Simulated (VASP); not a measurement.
Here is a VASP 6.6.1 calculation.

The input INCAR:

```
SYSTEM = TePb
PREC = Accurate
ENCUT = 500
EDIFF = 1E-6
ISMEAR = 0
SIGMA = 0.01
LREAL = .False.
LASPH = .True.
NELM = 120
ALGO = Normal
ISIF = 2
LWAVE = .False.
LCHARG = .True.
GGA = CA
LELF = .True.
LVHAR = .True.
NBANDS = 17
GGA_COMPAT = .False.
```

The input KPOINTS:

```
regular mesh
0
Gamma
  6 6 6
  0 0 0
```

Contents of POSCAR:

```
TePb
1.0
    2.9897428469      2.9897428469      0.0000000000
   -2.9897428469      2.9897428469      0.0000000000
    0.0000000000      2.9897428469      2.9897428469
Te Pb
1 1
Direct
    0.5000000000      0.5000000000      0.0000000000
    0.0000000000      0.0000000000      0.0000000000
```

Potentials or basis: VASP PAW LDA potentials, release 64 (Te, Pb_d).

Command:

```console
$ cat potpaw_LDA.64/Te/POTCAR potpaw_LDA.64/Pb_d/POTCAR > POTCAR
$ mpirun -np 1 vasp_std > vasp.out
```

(1) What does it give for the band gap on the k mesh?

(2) Predict the pressure.

Results:

(1) 0.01 eV.

(2) 14.9 GPa.

Caveat: the cell stands under pressure; spin-orbit coupling is left out, which moves the levels of the heavy elements.
